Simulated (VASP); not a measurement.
Crystal: Al2O3.

```xyz
5
Lattice="3.0175 0.0000 0.0000 -1.5087 2.6132 0.0000 0.0000 0.0000 7.5746" Properties=species:S:1:pos:R:3 pbc="T T T"
Al    0.0000    0.0000    5.4693
Al    0.0000    0.0000    2.1054
O     0.0000    0.0000    3.7873
O     1.5087    0.8711    6.0638
O     0.0000    1.7421    1.5108
```

Base run:

* Program: VASP 6.6.1
* Functional: r2SCAN
* Potentials or basis: VASP PAW PBE potentials, release 64 (Al, O)
* Cutoff: 520 eV
* k mesh: 12 × 12 × 4
* Occupations: gaussian, width 0.01 eV
* Spin: no spin polarisation

Its results: band gap on the k mesh 2.95 eV; pressure -5.6 GPa; largest force 0.414 eV/Å.

Q: The run is repeated on the same cell with these changes: functional from r2SCAN to PBEsol. What comes out?

A: Band gap on the k mesh 2.19 eV; pressure -3.5 GPa; largest force 0.188 eV/Å.

Caveats: the cell stands under tension; the PAW data sets were made with another functional, which shifts forces and pressure a little.

A k mesh can miss the band edges.
